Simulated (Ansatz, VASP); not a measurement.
Be: VASP beside Ansatz

File INCAR:

```
  PREC = Accurate
  ENCUT = 600
  EDIFF = 1E-6
  ISMEAR = -1
  SIGMA = 0.08
  LREAL = False
  LASPH = True
  NELM = 60
  ALGO = Normal
  ISIF = 3
  LWAVE = False
  LCHARG = False
  GGA = CA
  IBRION = 2
  NSW = 100
  EDIFFG = -0.002
```

The input KPOINTS:

```
regular mesh
0
Gamma
  24 24 14
```

File POSCAR:

```
Be
1.0
    2.2853000000      0.0000000000      0.0000000000
   -1.1426500000      1.9791278553      0.0000000000
    0.0000000000      0.0000000000      3.5842000000
Be
2
Direct
    0.3333333333      0.6666666667      0.2500000000
    0.6666666667      0.3333333333      0.7500000000
```

Input for Ansatz:

```yaml
crystal:
  lattice:
    - [2.28530000001, 0.0, 0.0]
    - [-1.14265000001, 1.97912785528, 0.0]
    - [0.0, 0.0, 3.5842]
  atoms:
    - { symbol: Be, position: [0.333333333333, 0.666666666667, 0.25] }
    - { symbol: Be, position: [0.666666666667, 0.333333333333, 0.75] }
kpoints:
  mp_grid: { grid: [24, 24, 14] }
scf:
  occupations: { method: fermi_dirac, width: 0.08 }
hamiltonian:
  xc: lda
  pseudopotentials: { kind: paw }
relax:
  f_tol: 0.002
  max_steps: 80
  cell: {}
output:
  forces: true
  stress: true
  write_density: true
  write_potential: true
  elf: true
  volumetric_format: npy
```

Alike in both runs: task relaxation of cell and atoms; functional LDA; k mesh 24 × 24 × 14; occupations fermi-dirac, width 0.08 eV; no spin polarisation.

|  | VASP | Ansatz |
| --- | --- | --- |
| version | VASP 6.6.1 | Ansatz 0.2.0 |
| potentials or method | VASP PAW LDA potentials, release 64 (Be) | PAW with Ansatz's default frozen-core files, scalar-relativistic |
| plane-wave cutoff (eV) | 600 | 420 |
| valence electrons in the cell | 4 | 4 |

VASP gave:

- relaxed volume (Å³/atom): 7.58
- relaxed cell length with the largest relative difference (Å): 2.231

Task: Which values does Ansatz return?

Result: Relaxed volume (Å³/atom): 7.55; relaxed cell length with the largest relative difference (Å): 2.228.

LDA's correlation is that of Perdew and Zunger in VASP and of Perdew and Wang (1992) in Ansatz.
